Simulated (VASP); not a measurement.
MgCdO: single point with PBE

The system is MgCdO.

```
Mg Cd O
1.0
     3.22665    0.00000    0.00000
     0.00000    3.22665    0.00000
     0.00000    0.00000    5.23354
Mg Cd O
1 1 1
Direct
  0.00000 0.00000 0.13735
  0.50000 0.50000 0.74558
  0.50000 0.50000 0.33059
```

```
Program                : VASP 6.6.1
Task                   : single point
Functional             : PBE
Potentials or basis    : VASP PAW PBE potentials, release 64 (Mg, Cd, O)
Cutoff                 : 520 eV
k mesh                 : 6 × 6 × 4
Occupations            : gaussian, width 0.1 eV
Spin                   : no spin polarisation
Dipole correction      : no
Further INCAR settings : ALGO = Normal; EDIFF = 1e-06; NBANDS = 17
```

```json
{"Pressure": "-8.8 GPa", "Largest force": "2.325 eV/Å", "Band gap on the k mesh": "zero (band 10 reaches 3.91 eV, above the bottom of band 11 at 1.23 eV)"}
```

Forces on the atoms (eV/Å):
```
Mg   0.000  0.000  2.325
Cd   0.000  0.000 -0.509
O    0.000  0.000 -1.817
```

Stress tensor (GPa, compression positive):
```
-11.36   0.00   0.00
  0.00 -11.36   0.00
  0.00   0.00  -3.73
```

Levels at points of the mesh, in eV from the Fermi level:
```
           k point  band 6  band 7  band 8  band 9  band 10  band 11  band 12  band 13  band 14  band 15
(0.00, 0.00, 0.00)   -8.05   -5.46   -4.01   -1.46    -1.46     3.47     4.01     8.32     8.53     8.53
(0.50, 0.00, 0.00)   -7.92   -4.31   -3.09   -1.82    -1.25    -0.47     4.55     6.76     7.74     7.97
(0.50, 0.50, 0.00)   -7.80   -3.21   -3.21   -2.51     2.03     2.03     2.21     2.97     6.88     6.94
(0.00, 0.00, 0.50)   -8.05   -6.66   -1.38   -1.38    -1.00     0.26     7.24     8.14     8.14     8.42
(0.50, 0.00, 0.50)   -8.08   -3.82   -3.61   -1.69    -1.18     0.51     3.95     5.05    10.09    10.77
(0.50, 0.50, 0.50)   -7.80   -2.88   -2.88   -2.42     1.19     1.19     3.50     3.50     5.03     7.73
```

It took 11 s on 1 thread of Intel(R) Xeon(R) Platinum 8488C (Sapphire Rapids), with other jobs on the host, peak memory 0.17 GiB.

Caveat: forces of over 1 eV/Å act on the atoms, so gaps and moduli don't describe the material at rest.
